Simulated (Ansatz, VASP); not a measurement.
## One calculation of Si, two programs

```
Si
1.0
     0.00000    2.72185    2.72185
     2.72185    0.00000    2.72185
     2.72185    2.72185    0.00000
Si
2
Cartesian
  2.7219 2.7219 2.7219
  4.0828 4.0828 4.0828
```

Alike in both runs: task single point; functional PBE; k mesh 3 × 3 × 3; occupations fermi-dirac, width 0.04 eV; no spin polarisation.

```csv
,VASP,Ansatz
version,VASP 6.6.1,Ansatz 0.2.0
potentials or method,"VASP PAW PBE potentials, release 64 (Si), cutoff 520 eV","all-electron LAPW, scalar-relativistic"
```

VASP gave:

| Quantity | Value |
| --- | --- |
| gap on the k mesh at the Fermi level (eV) | 0.70 |
| least direct gap on the mesh (eV) | 2.52 |
| pressure (GPa) | 3.2 |

Question: What did Ansatz give for the same quantities?

Answer: gap on the k mesh at the Fermi level (eV): 0.70; least direct gap on the mesh (eV): 2.51; pressure (GPa): 3.3.

Ansatz ran all-electron here, and VASP with PAW potentials.

The k mesh is coarse, so the values compare programs but aren't converged.
